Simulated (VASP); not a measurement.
Be, 2 atoms in the cell. Symmetry: R-3m, No. 166, trigonal system. The conventional cell has a = 3.035 Å, b = 3.035 Å, c = 7.435 Å, α = 90.00°, β = 90.00°, γ = 120.00°. Within 1.5 Å of Be (site symmetry 3m) lie 1 Be at 1.08 Å.  This cell differs from its parent crystal: shortest bond scaled by 0.58.

| Property | Result |
| --- | --- |
| Program | VASP 6.6.1 |
| Task | single point |
| Functional | PBEsol |
| Potentials or basis | VASP PAW PBE potentials, release 64 (Be) |
| Cutoff | 520 eV |
| k mesh | 12 × 12 × 12 |
| Occupations | fermi-dirac, width 0.05 eV |
| Spin | no spin polarisation |
| Dipole correction | no |
| Further INCAR settings | ALGO = Normal; EDIFF = 1e-06; NBANDS = 9 |

Potentials or basis: VASP PAW PBE potentials, release 64 (Be).

Launch:

```bash
$ cat potpaw_PBE.64/Be/POTCAR > POTCAR
$ mpirun -np 1 vasp_std > vasp.out
```

Hardware: 1 thread of Intel Xeon 8259CL, on a shared host.

Question: How long does it take, and how much memory?

Answer: Run time: 28 s on 1 thread of Intel Xeon 8259CL, with other jobs on the host, peak memory 0.15 GiB. Counts: scf iterations 9, k points 189.
